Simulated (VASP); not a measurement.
Set up this calculation in VASP 6.6.1, as the native input.

| Quantity | Value |
| --- | --- |
| Task | single point |
| Functional | PBE |
| Potentials or basis | VASP PAW PBE potentials, release 64 (Cd, O) |
| Cutoff | 600 eV |
| k mesh | 11 × 11 × 11 |
| Occupations | fermi-dirac, width 0.02 eV |
| Spin | no spin polarisation |
| Dipole correction | no |
| Further INCAR settings | ALGO = Normal; EDIFF = 1e-06; NBANDS = 16 |

The structure of CdO lies in POSCAR:

```
CdO
1.0
    0.0000000000      2.3675570784      2.3675570784
    2.3675570784      0.0000000000      2.3675570784
    2.3675570784      2.3675570784      0.0000000000
Cd O
1 1
Direct
    0.0000000000      0.0000000000      0.0000000000
    0.5000000000      0.5000000000      0.5000000000
```

The input as run:

INCAR

```
PREC = Accurate ; ENCUT = 600
EDIFF = 1E-6 ; ISMEAR = -1
SIGMA = 0.02 ; LREAL = False
LASPH = True ; NELM = 120
ALGO = Normal ; ISIF = 2
LWAVE = False ; LCHARG = False
GGA = PE ; NBANDS = 16
GGA_COMPAT = False
```

KPOINTS

```
regular mesh
0
Gamma
  11 11 11
```

Potentials or basis: VASP PAW PBE potentials, release 64 (Cd, O).

The run is started by

```console
$ cat potpaw_PBE.64/Cd/POTCAR potpaw_PBE.64/O/POTCAR > POTCAR
$ mpirun -np 1 vasp_std > vasp.out
```

It gave:

The pressure is 3.8 GPa. The band gap on the k mesh is zero (bands 9 and 10 overlap by 0.45 eV).

Caveat: the cell stands under pressure; semilocal functionals underestimate gaps, so a narrow gap can read as zero.

It took 26 s on 1 thread of Intel(R) Xeon(R) Platinum 8375C CPU @ 2.90GHz (Ice Lake), with other jobs on the host, peak memory 0.17 GiB.
